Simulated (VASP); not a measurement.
Set up this calculation in VASP 6.6.1, as the native input.

```yaml
Task: single point
Functional: LDA
Potentials_or_basis: VASP PAW LDA potentials, release 64 (Ti_sv)
Cutoff: 520 eV
k_mesh: 14 × 14 × 14
Occupations: fermi-dirac, width 0.05 eV
Spin: no spin polarisation
Dipole_correction: no
Further_INCAR_settings: ALGO = Normal; EDIFF = 1e-06; NBANDS = 12
```

The structure of Ti lies in POSCAR:

```
Ti
1.0
    0.0000000000      2.0300000000      2.0097000000
    2.0300000000      0.0000000000      2.0097000000
    2.0300000000      2.0300000000      0.0000000000
Ti
1
Direct
    0.0000000000      0.0000000000      0.0000000000
```

This cell differs from its parent crystal: zz strain of -1 %.

The input as run:

INCAR

```
  PREC = Accurate
  ENCUT = 520
  EDIFF = 1E-6
  ISMEAR = -1
  SIGMA = 0.05
  LREAL = F
  LASPH = T
  NELM = 100
  ALGO = Normal
  ISIF = 2
  LWAVE = F
  LCHARG = T
  LELF = T
  LVHAR = T
  NBANDS = 12
```

KPOINTS

```
regular mesh
0
Gamma
  14 14 14
```

Potentials or basis: VASP PAW LDA potentials, release 64 (Ti_sv).

Command:

```console
$ cat potpaw_LDA.64/Ti_sv/POTCAR > POTCAR
$ mpirun -np 1 vasp_std > vasp.out
```

It gave:

* Pressure: -3.9 GPa
* Band gap on the k mesh: zero (bands 6 and 7 overlap by 1.30 eV)

Caveat: the cell differs from its parent crystal (zz strain of -1 %); the cell stands under tension.

Run time: 41 s on 1 thread of Intel(R) Xeon(R) Platinum 8375C CPU @ 2.90GHz (Ice Lake), on a shared host, peak memory 0.16 GiB.
